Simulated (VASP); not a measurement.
CdS: electric field gradients with LDA

The system is CdS.

```
CELL_PARAMETERS angstrom
4.13480 -0.02067 -0.02067
-2.08530 3.59118 -0.00757
-0.03374 -0.03374 6.74900
ATOMIC_POSITIONS crystal
Cd 0.33333 0.66667 0.00000
Cd 0.66667 0.33333 0.50000
S 0.33333 0.66667 0.38500
S 0.66667 0.33333 0.88500
```

This cell differs from its parent crystal: equal xy, yz and zx shear strains of -1 %.

* Program: VASP 6.6.1
* Task: electric field gradients
* Functional: LDA
* Potentials or basis: VASP PAW LDA potentials, release 64 (Cd, S)
* Cutoff: 520 eV
* k mesh: 8 × 8 × 4
* Occupations: fermi-dirac, width 0.02 eV
* Spin: no spin polarisation
* Dipole correction: no
* Further INCAR settings: ALGO = Normal; EDIFF = 1e-08; NBANDS = 26

* Pressure: -2.3 GPa
* Largest force: 0.275 eV/Å
* Band gap on the k mesh: 0.95 eV, direct

Forces on the atoms (eV/Å):
```
Cd   0.096  0.039  0.249
Cd  -0.020  0.037  0.247
S    0.032 -0.037 -0.247
S   -0.108 -0.039 -0.249
```

Stress tensor (GPa, compression positive):
```
-1.62  0.43  0.25
 0.43 -1.63  0.25
 0.25  0.25 -3.54
```

Levels at points of the mesh, in eV from the valence-band top:
| k point | band 16 | band 17 | band 18 | band 19 | band 20 | band 21 |
| --- | --- | --- | --- | --- | --- | --- |
| (0.00, 0.00, 0.00) | -0.07 | -0.04 | 0.00 | 0.95 | 2.48 | 6.24 |
| (0.50, 0.00, 0.00) | -1.96 | -1.28 | -0.90 | 3.48 | 3.57 | 4.89 |
| (0.00, 0.50, 0.00) | -1.92 | -1.27 | -0.87 | 3.50 | 3.63 | 4.89 |
| (0.50, 0.50, 0.00) | -1.89 | -1.27 | -0.84 | 3.53 | 3.68 | 4.88 |
| (0.00, 0.00, 0.50) | -0.40 | -0.38 | -0.37 | 2.58 | 2.59 | 5.90 |
| (0.50, 0.00, 0.50) | -1.46 | -1.36 | -1.28 | 3.22 | 3.26 | 5.04 |
| (0.00, 0.50, 0.50) | -1.42 | -1.35 | -1.29 | 3.25 | 3.28 | 5.06 |
| (0.50, 0.50, 0.50) | -1.39 | -1.34 | -1.32 | 3.28 | 3.29 | 5.10 |

Electric field gradients, principal values (V/Å²):
```
atom    least   middle  greatest (by size)
1 Cd  -10.176  -25.902              36.077
2 Cd  -14.411  -21.614              36.025
 3 S    2.516    5.239              -7.756
 4 S    2.625    4.698              -7.323
```

Wall time 9.8 min on 1 thread of Oxide Virtual Turin-like Processor, with other jobs on the host, peak memory 0.35 GiB.

Caveat: the cell differs from its parent crystal (equal xy, yz and zx shear strains of -1 %); without QUAD_EFG the Cq values of the log hold for a quadrupole moment of 1 mb, not for the nuclei.
